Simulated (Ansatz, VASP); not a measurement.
## PbSe in VASP and in Ansatz

The input INCAR:

```
ALGO = Normal
EDIFF = 1E-7
ENCUT = 520
GGA = PE
GGA_COMPAT = False
ISIF = 2
ISMEAR = 0
LASPH = True
LCHARG = False
LORBIT = 11
LORBMOM = True
LREAL = False
LSORBIT = True
LWAVE = False
MAGMOM = 0 0 0 0 0 0 0 0 0 0 0 0
NBANDS = 54
NELM = 150
PREC = Accurate
SIGMA = 0.05
```

KPOINTS

```
k-points
0
Gamma
  4 4 4
```

Contents of POSCAR:

```
PbSe
1.0
    0.0000000000     12.0007994136      3.1254421077
    3.1181511075      0.0000000000      3.1254421077
    3.1181511075     12.0007994136      0.0000000000
Pb Se
2 2
Direct
    0.1907300000      0.8052670000      0.1947330000
    0.8052670000      0.1907300000      0.8092700000
    0.6744230000      0.2955810000      0.7044190000
    0.2955810000      0.6744230000      0.3255770000
```

Input for Ansatz:

```yaml
crystal:
  lattice:
    - [0.0, 12.0007994136, 3.1254421077]
    - [3.1181511075, 0.0, 3.1254421077]
    - [3.1181511075, 12.0007994136, 0.0]
  atoms:
    - { symbol: Pb, position: [0.19073, 0.805267, 0.194733] }
    - { symbol: Pb, position: [0.805267, 0.19073, 0.80927] }
    - { symbol: Se, position: [0.674423, 0.295581, 0.704419] }
    - { symbol: Se, position: [0.295581, 0.674423, 0.325577] }
basis:
  ecutwfc: 420
  ecutrho_ratio: 4
kpoints:
  mp_grid: { grid: [4, 4, 4] }
hamiltonian:
  xc: pbe
scf:
  occupations: { method: gaussian, width: 0.05 }
output:
  forces: true
  stress: true
  eigenvalues: true
  populations: true
  topological_invariants: true
magnetization:
  noncollinear: true
  spin_orbit: true
```

Alike in both runs: task single point; functional PBE; k mesh 4 × 4 × 4; occupations gaussian, width 0.05 eV; non-collinear spin, spin-orbit coupling.

```csv
,VASP,Ansatz
version,VASP 6.6.1,Ansatz 0.2.0
potentials or method,"VASP PAW PBE potentials, release 64 (Pb_d, Se), cutoff 520 eV","plane waves, PAW"
valence electrons in the cell,40,60
```

```tsv
	VASP	Ansatz	Ansatz less VASP
pressure (GPa)	-0.1	-0.2	-0.03
traceless stress, the component that is largest in VASP (GPa)	-0.21	-0.26	-0.050
rms of the force components (eV/Å)	0.047	0.062	+0.0157
```

Atom by atom the forces differ by 0.016 eV/Å (rms over components). VASP's potentials hold 40 valence electrons a cell and Ansatz's 60, so a difference there can come from the potentials and not from the codes.

The k mesh is coarse, so the values compare programs but aren't converged.
